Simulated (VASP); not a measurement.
# YbTi3 (Fm-3m) in VASP: relaxation of cell and atoms with PBE

Aim: the relaxation of cell and atoms of YbTi3 with PBE.

All numbers are computed with VASP 6.6.1; they aren't measurements. Logs are shortened: lines on timing, memory, paths and dates and some standing lists are left out, and cuts for length are marked.

**1. The cell of the first run**

The structure is cubic, space group Fm-3m (No. 225). The conventional cell has a = 6.944 Å, b = 6.944 Å, c = 6.944 Å, α = 90.00°, β = 90.00°, γ = 90.00°. Within 4.0 Å of Yb (site symmetry m-3m) lie 14 Ti at 3.01 to 3.47 Å. Ti (site symmetry m-3m) has 8 Ti at 3.01 Å and 6 Yb at 3.47 Å within 4.0 Å. Ti (site symmetry -43m) has 4 Yb at 3.01 Å and 10 Ti at 3.01 to 3.47 Å within 4.0 Å.

The cell was generated, and may not be a known phase.

**2. Relaxation of cell and atoms, PBE**

The input, INCAR:

```
  PREC = Accurate
  ENCUT = 690
  EDIFF = 1E-7
  ISMEAR = 0
  SIGMA = 0.1
  LREAL = False
  LASPH = True
  NELM = 300
  ALGO = All
  ISIF = 3
  LWAVE = False
  LCHARG = False
  GGA = PE
  IBRION = 2
  NSW = 90
  EDIFFG = -0.04
  GGA_COMPAT = False
  NELMIN = 4
  LMAXMIX = 6
  ISEARCH = 1
  KPAR = 4
```

The input, KPOINTS:

```
regular mesh
0
Gamma
  4 4 4
```

The input, POSCAR:

```
YbTi3
1.0
    0.0000000000      3.4721119600      3.4721119600
    3.4721119600      0.0000000000      3.4721119600
    3.4721119600      3.4721119600      0.0000000000
Yb Ti
1 3
Direct
    0.0000000000      0.0000000000      0.0000000000
    0.5000000000      0.5000000000      0.5000000000
    0.7500000000      0.7500000000      0.7500000000
    0.2500000000      0.2500000000      0.2500000000
```

Potentials or basis: VASP PAW PBE potentials, release 64 (Yb, Ti_sv).

Run with:

```sh
$ cat potpaw_PBE.64/Yb/POTCAR potpaw_PBE.64/Ti_sv/POTCAR > POTCAR
$ mpirun -np 4 vasp_std > vasp.out
```

OUTCAR:

```text
PREC = Accurate
   ENCUT = 690
   EDIFF = 1E-7
   ISMEAR = 0
   LREAL = False
   LASPH = True
   NELM = 300
   ISIF = 3
   GGA = PE
   IBRION = 2
   NSW = 90
   EDIFFG = -0.04
   NELMIN = 4

 ion  position               nearest neighbor table
   1  0.000  0.000  0.000-   3 3.01   4 3.01   3 3.01   3 3.01   3 3.01   4 3.01   4 3.01   4 3.01

   2  0.500  0.500  0.500-
   3  0.750  0.750  0.750-   1 3.01   1 3.01   1 3.01   1 3.01
   4  0.250  0.250  0.250-   1 3.01   1 3.01   1 3.01   1 3.01

  LATTYP: Found a face centered cubic cell.
 ALAT       =     6.9442239200

  Lattice vectors:

 A1 = (   0.0000000000,   3.4721119600,   3.4721119600)
 A2 = (   3.4721119600,   0.0000000000,   3.4721119600)
 A3 = (   3.4721119600,   3.4721119600,   0.0000000000)

Analysis of symmetry for initial positions (statically):
=====================================================================
 Subroutine PRICEL returns:
 Original cell was already a primitive cell.

 Routine SETGRP: Setting up the symmetry group for a
 face centered cubic supercell.

 Subroutine GETGRP returns: Found 48 space group operations
 (whereof 48 operations were pure point group operations)
 out of a pool of 48 trial point group operations.

The static configuration has the point symmetry O_h .

Analysis of symmetry for dynamics (positions and initial velocities):
=====================================================================
 Subroutine PRICEL returns:
 Original cell was already a primitive cell.

 Routine SETGRP: Setting up the symmetry group for a
 face centered cubic supercell.

 Subroutine GETGRP returns: Found 48 space group operations
 (whereof 48 operations were pure point group operations)
 out of a pool of 48 trial point group operations.

The dynamic configuration has the point symmetry O_h .

 Subroutine INISYM returns: Found 48 space group operations
 (whereof 48 operations are pure point group operations),
 and found     1 'primitive' translations

----------------------------------------------------------------------------------------

                                     Primitive cell

  volume of cell :      83.7165

  direct lattice vectors                    reciprocal lattice vectors
     0.000000000  3.472111960  3.472111960    -0.144004573  0.144004573  0.144004573
     3.472111960  0.000000000  3.472111960     0.144004573 -0.144004573  0.144004573
     3.472111960  3.472111960  0.000000000     0.144004573  0.144004573 -0.144004573

  length of vectors
     4.910307824  4.910307824  4.910307824     0.249423237  0.249423237  0.249423237

  position of ions in fractional coordinates (direct lattice)
     0.000000000  0.000000000  0.000000000
     0.500000000  0.500000000  0.500000000
     0.750000000  0.750000000  0.750000000
     0.250000000  0.250000000  0.250000000

  ion indices of the primitive-cell ions
   primitive index   ion index
                 1           1
                 2           2
                 3           3
                 4           4

----------------------------------------------------------------------------------------

 KPOINTS: regular mesh

Automatic generation of k-mesh.
 Grid dimensions read from file:
 generate k-points for:    4    4    4

 Generating k-lattice:

  Cartesian coordinates                     Fractional coordinates (reciprocal lattice)
    -0.036001143  0.036001143  0.036001143     0.250000000  0.000000000  0.000000000
     0.036001143 -0.036001143  0.036001143     0.000000000  0.250000000  0.000000000
     0.036001143  0.036001143 -0.036001143     0.000000000  0.000000000  0.250000000

  Length of vectors
     0.062355809  0.062355809  0.062355809

  Shift w.r.t. Gamma in fractional coordinates (k-lattice)
     0.000000000  0.000000000  0.000000000

 Subroutine IBZKPT returns following result:
 ===========================================

 Found      8 irreducible k-points:

 Following reciprocal coordinates:
            Coordinates               Weight
  0.000000  0.000000  0.000000      1.000000
  0.250000  0.000000  0.000000      8.000000
  0.500000  0.000000  0.000000      4.000000
  0.250000  0.250000  0.000000      6.000000
  0.500000  0.250000  0.000000     24.000000
 -0.250000  0.250000  0.000000     12.000000
  0.500000  0.500000  0.000000      3.000000
 -0.250000  0.500000  0.250000      6.000000
   k-points           NKPTS =      8   k-points in BZ     NKDIM =      8   number of bands    NBANDS=     36
   number of dos      NEDOS =    301   number of ions     NIONS =      4
   total plane-waves  NPLWV =  74088
   dimension x,y,z NGX =    42 NGY =   42 NGZ =   42
   dimension x,y,z NGXF=    84 NGYF=   84 NGZF=   84
   ions per type =               1   3
   NGX,Y,Z   is equivalent  to a cutoff of  14.22, 14.22, 14.22 a.u.
   NGXF,Y,Z  is equivalent  to a cutoff of  28.44, 28.44, 28.44 a.u.
 SYSTEM =  unknown system
   PREC   = accura    normal or accurate (medium, high low for compatibility)
   ISTART =      0    job   : 0-new  1-cont  2-samecut
   ICHARG =      2    charge: 1-file 2-atom 10-const
   ISPIN  =      1    spin polarized calculation?
   LNONCOLLINEAR =      F non collinear calculations
   LSORBIT =      F    spin-orbit coupling
   LASPH  =      T    aspherical Exc in radial PAW
   ENCUT  =  690.0 eV  50.71 Ry    7.12 a.u.  10.52 10.52 10.52*2*pi/ulx,y,z
   NELM   =    300;   NELMIN=  4; NELMDL= -5     # of ELM steps
   EDIFF  = 0.1E-06   stopping-criterion for ELM
   LREAL  =      F    real-space projection
   EDIFFG = -.4E-01   stopping-criterion for IOM
   NSW    =     90    number of steps for IOM
   IBRION =      2    ionic relax: 0-MD 1-quasi-New 2-CG
   NFREE  =      1    steps in history (QN), initial steepest desc. (CG)
   ISIF   =      3    stress and relaxation
   ISYM   =      2    0-nonsym 1-usesym 2-fastsym
   POTIM  = 0.5000    time-step for ionic-motion
   TEBEG  =    0.0;   TEEND  =   0.0 temperature during run
   PSTRESS=    0.0 pullay stress
   NELECT =      60.0000    total number of electrons
   NUPDOWN=      -1.0000    fix difference up-down
   EMIN   =  10.00;   EMAX   =-10.00  energy-range for DOS
   EFERMI =   0.00;   METHOD = LEGACY
   ISMEAR =     0;   SIGMA  =   0.10  broadening in eV -4-tet -1-fermi 0-gaus
   EFERMI_NEDOS =   21; number of points for ismear=-14 and -15
   IALGO  =     58    algorithm
   IMIX   =      4    mixing-type and parameters
     AMIX     =   0.40;   BMIX     =  1.00
     AMIX_MAG =   1.60;   BMIX_MAG =  1.00
  volume/ion in A,a.u.               =      20.93       141.24
  Fermi-wavevector in a.u.,A,eV,Ry     =   1.465058  2.768558 29.203482  2.146395
  Thomas-Fermi vector in A             =   2.580960
   LORBIT       =      0    0 simple, 1 ext, 2 COOP (PROOUT), +10 PAW based schemes
   GGA     = PE    functional components
   LHFCALC =     F    Hartree Fock is set to
   AEXX    =    0.0000 exact exchange contribution
   IVDW    =     0    specifies the selected vdW correction
   LEPSILON=     F    determine dielectric tensor
   LRPA    =     F    only Hartree local field effects (RPA)
 conjugate gradient relaxation of ions
 non-spin polarized calculation
 Gauss-broadening in eV      SIGMA  =   0.10
  energy-cutoff  :      690.00
  volume of cell :       83.72
 maximum number of plane-waves:      3479
   NGX = 21   NGY = 21   NGZ = 21

--------------------------------------- Ionic step        1  -------------------------------------------

 number of electron      59.9999991 magnetization

 Free energy of the ion-electron system (eV)
  ---------------------------------------------------
  ext. energy  EPLUGINS =         0.00000000
  ---------------------------------------------------
  free energy    TOTEN  =       -25.53407764 eV

  energy without entropy =      -25.46972111  energy(sigma->0) =      -25.50189937

------------------------ aborting loop because EDIFF is reached ----------------------------------------

  FORCE on cell =-STRESS in cart. coord.  units (eV):
  Direction    XX          YY          ZZ          XY          YZ          ZX
  --------------------------------------------------------------------------------------
  -------------------------------------------------------------------------------------
  Total       -2.2713241     -2.2713241     -2.2713241     -0.0000000     -0.0000000     -0.0000000
  in kB      -43.4688891    -43.4688891    -43.4688891     -0.0000000     -0.0000000     -0.0000000
  external PRESSURE =     -43.4688891 kB  Pullay stress =       0.0000000 kB

 VOLUME and BASIS-vectors are now :
 -----------------------------------------------------------------------------
  energy-cutoff  :      690.00
  volume of cell :       83.72
      direct lattice vectors                 reciprocal lattice vectors
     0.000000000  3.472111960  3.472111960    -0.144004573  0.144004573  0.144004573
     3.472111960  0.000000000  3.472111960     0.144004573 -0.144004573  0.144004573
     3.472111960  3.472111960  0.000000000     0.144004573  0.144004573 -0.144004573
[... 39 lines left out ...]
 POSITION                                       TOTAL-FORCE (eV/Angst)
 -----------------------------------------------------------------------------------
      6.75400      3.37700      3.37700         0.000000      0.000000     -0.000000
      3.37700      3.37700      3.37700         0.000000      0.000000     -0.000000
      5.06550      5.06550      5.06550         0.000000     -0.000000      0.000000
      1.68850      1.68850      1.68850        -0.000000      0.000000     -0.000000
 -----------------------------------------------------------------------------------
    total drift:                               -0.000000     -0.000000      0.000000

  FREE ENERGIE OF THE ION-ELECTRON SYSTEM (eV)
  ---------------------------------------------------
  free  energy   TOTEN  =       -25.6015809831 eV

  energy  without entropy=      -25.5523951617  energy(sigma->0) =      -25.57698807

--------------------------------------- Ionic step        3  -------------------------------------------

 number of electron      60.0000009 magnetization

 Free energy of the ion-electron system (eV)
  ---------------------------------------------------
  ext. energy  EPLUGINS =         0.00000000
  ---------------------------------------------------
  free energy    TOTEN  =       -25.60851279 eV

  energy without entropy =      -25.55610222  energy(sigma->0) =      -25.58230751

 E-fermi :   6.2673     XC(G=0): -11.3220

 val. band max:        6.2600666114   @ k =   0.5000   0.0000   0.0000
 cond. band min:       6.2929959219   @ k =   0.5000   0.0000   0.0000
 fundamental gap:      0.0329293105
 Fermi energy:         6.2673153389

 k-point     1 :       0.0000    0.0000    0.0000
  band No.  band energies     occupation
      1     -50.4870      2.00000
      2     -50.4566      2.00000
      3     -50.2705      2.00000
      4     -45.0939      2.00000
      5     -26.7649      2.00000
      6     -26.7649      2.00000
[... 323 lines left out ...]
 POSITION                                       TOTAL-FORCE (eV/Angst)
 -----------------------------------------------------------------------------------
      0.00000      0.00000      0.00000        -0.000000     -0.000000     -0.000000
      3.39838      3.39838      3.39838        -0.000000     -0.000000     -0.000000
      5.09756      5.09756      5.09756         0.000000      0.000000      0.000000
      1.69919      1.69919      1.69919        -0.000000     -0.000000     -0.000000
 -----------------------------------------------------------------------------------
    total drift:                               -0.000000     -0.000000      0.000000

  FREE ENERGIE OF THE ION-ELECTRON SYSTEM (eV)
  ---------------------------------------------------
  free  energy   TOTEN  =       -25.6085127936 eV

  energy  without entropy=      -25.5561002814  energy(sigma->0) =      -25.58230654

 reached required accuracy - stopping structural energy minimisation
```

It took 8.7 min on 4 MPI ranks of Intel Xeon Platinum 8375C at 2.90GHz (Ice Lake), shared host; peak memory 0.3 GiB.

Results:

```
Free energy                           : -25.6085 eV
Relaxed volume                        : 19.62 Å³/atom
Relaxed cell                          : a = 4.806 Å, b = 4.806 Å, c = 4.806 Å, α = 60.00°, β = 60.00°, γ = 60.00°
Space group after relaxing (to 0.1 Å) : Fm-3m (No. 225)
Energy gained by relaxing             : 18.6 meV/atom
Ionic steps                           : 3
Pressure after relaxing               : 0.0 GPa
Band gap on the k mesh                : zero (bands 30 and 31 overlap by 0.47 eV)
```

Step by step:
```
step  energy change (eV)  largest force (eV/Å)  pressure (GPa)  volume (Å³)
   1              0.0000                0.0000           -4.35        83.72
   2             -0.0675                0.0000            1.50        77.02
   3             -0.0744                0.0000            0.01        78.50
```

Final structure:
```xyz
4
Lattice="0.0000 3.3984 3.3984 3.3984 0.0000 3.3984 3.3984 3.3984 0.0000" Properties=species:S:1:pos:R:3 pbc="T T T"
Yb    0.0000    0.0000    0.0000
Ti    3.3984    3.3984    3.3984
Ti    5.0976    5.0976    5.0976
Ti    1.6992    1.6992    1.6992
```

Caveat: the k points lie up to 0.40 Å⁻¹ apart in the final cell; spin-orbit coupling is left out, which moves the levels of the heavy elements. Spin polarisation is off, so any magnetic state and its effect on volume and gap are missing.

The gap in the log of VASP goes by the Fermi energy; the results here count the filled bands.